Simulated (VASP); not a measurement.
Set up this calculation in VASP 6.6.1, as the native input.

* Task: single point
* Functional: r2SCAN
* Potentials or basis: VASP PAW PBE potentials, release 64 (K_sv, I)
* Cutoff: 550 eV
* k mesh: 6 × 6 × 6
* Occupations: gaussian, width 0.01 eV
* Spin: no spin polarisation
* Dipole correction: no
* Further INCAR settings: ALGO = Normal; EDIFF = 1e-06; NBANDS = 15

Crystal: KI.

```xyz
2
Lattice="4.3321 0.0412 0.0412 0.0412 4.3321 0.0412 0.0412 0.0412 4.3321" Properties=species:S:1:pos:R:3 pbc="T T T"
K     0.0000    0.0000    0.0000
I     2.2073    2.2073    2.2073
```

This cell differs from its parent crystal: strain along [111] +2.9%.

These files were run (other wordings do the same):

POSCAR

```
KI
1.0
    4.3321399304      0.0411930897      0.0411930897
    0.0411930897      4.3321399304      0.0411930897
    0.0411930897      0.0411930897      4.3321399304
K I
1 1
Direct
    0.0000000000      0.0000000000      0.0000000000
    0.5000000000      0.5000000000      0.5000000000
```

INCAR.step1

```
SYSTEM = KI
  ALGO = Normal
  EDIFF = 1E-5
  ENCUT = 550
  GGA = PE
  GGA_COMPAT = .False.
  ISMEAR = 0
  LASPH = .True.
  LCHARG = .False.
  LREAL = .False.
  LWAVE = .True.
  NBANDS = 15
  NELM = 120
  PREC = Accurate
  SIGMA = 0.01
```

INCAR.step2

```
SYSTEM = KI
  ALGO = Normal
  EDIFF = 1E-6
  ENCUT = 550
  GGA_COMPAT = .False.
  ISIF = 2
  ISMEAR = 0
  ISTART = 1
  LASPH = .True.
  LCHARG = .False.
  LMIXTAU = .True.
  LREAL = .False.
  LWAVE = .False.
  METAGGA = R2SCAN
  NBANDS = 15
  NELM = 120
  PREC = Accurate
  SIGMA = 0.01
```

KPOINTS

```
k-points
0
Gamma
  6 6 6
  0 0 0
```

Potentials or basis: VASP PAW PBE potentials, release 64 (K_sv, I).

Command:

```bash
$ cat potpaw_PBE.64/K_sv/POTCAR potpaw_PBE.64/I/POTCAR > POTCAR
$ cp INCAR.step1 INCAR
$ mpirun -np 1 vasp_std > vasp.out
$ cp INCAR.step2 INCAR
$ mpirun -np 1 vasp_std > vasp.out
```

It gave:

```yaml
Pressure: -0.4 GPa
Band_gap_on_the_k_mesh: 3.97 eV, indirect (least direct gap 4.28 eV)
```

Caveat: the cell differs from its parent crystal (strain along [111] +2.9%); the PAW data sets were made with another functional, which shifts forces and pressure a little; spin-orbit coupling is left out, which moves the levels of the heavy elements.

It took 100 s on 1 thread of Intel(R) Xeon(R) Platinum 8259CL CPU @ 2.50GHz (Skylake/Cascade Lake), with other jobs on the host, peak memory 0.23 GiB.
